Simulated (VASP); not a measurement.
Wanted: the native input for a VASP 6.6.1 run.

```yaml
Task: single point
Functional: PBE
Potentials_or_basis: VASP PAW PBE potentials, release 64 (Hf_pv, C)
Cutoff: 520 eV
k_mesh: 12 × 12 × 12
Occupations: gaussian, width 0.012 eV
Spin: no spin polarisation
Dipole_correction: no
Further_INCAR_settings: ALGO = Normal; EDIFF = 1e-07; NBANDS = 14
```

The structure of HfC lies in POSCAR:

```
HfC
1.0
   -1.3966732300      2.4971805100      1.8473367300
    1.3966732300     -2.4971805100      1.8473367300
    1.3966732300      2.4971805100     -1.8473367300
Hf C
1 1
Direct
    0.9847118300      0.9847118300      0.0000000000
    0.6794548300      0.1794548300      0.5000000000
```

One way to write it, as run:

INCAR

```
SYSTEM = HfC
PREC = Accurate
ENCUT = 520
EDIFF = 1E-7
ISMEAR = 0
SIGMA = 0.012
LREAL = .False.
LASPH = .True.
NELM = 60
ALGO = Normal
ISIF = 2
LWAVE = .False.
LCHARG = .True.
GGA = PE
LELF = .True.
LVHAR = .True.
NBANDS = 14
```

KPOINTS

```
regular mesh
0
Gamma
  12 12 12
  0 0 0
```

Potentials or basis: VASP PAW PBE potentials, release 64 (Hf_pv, C).

Command:

```console
$ cat potpaw_PBE.64/Hf_pv/POTCAR potpaw_PBE.64/C/POTCAR > POTCAR
$ mpirun -np 1 vasp_std > vasp.out
```

Results of the run:

| Property | Result |
| --- | --- |
| Pressure | 68.0 GPa |
| Largest force | 11.756 eV/Å |
| Band gap on the k mesh | 0.36 eV, indirect (least direct gap 0.86 eV) |

Caveat: spin-orbit coupling is left out, which moves the levels of the heavy elements; forces of over 1 eV/Å act on the atoms, so gaps and moduli don't describe the material at rest.

Wall time 93 s on 1 thread of Intel(R) Xeon(R) Platinum 8375C CPU @ 2.90GHz (Ice Lake), on a shared host, peak memory 0.24 GiB.
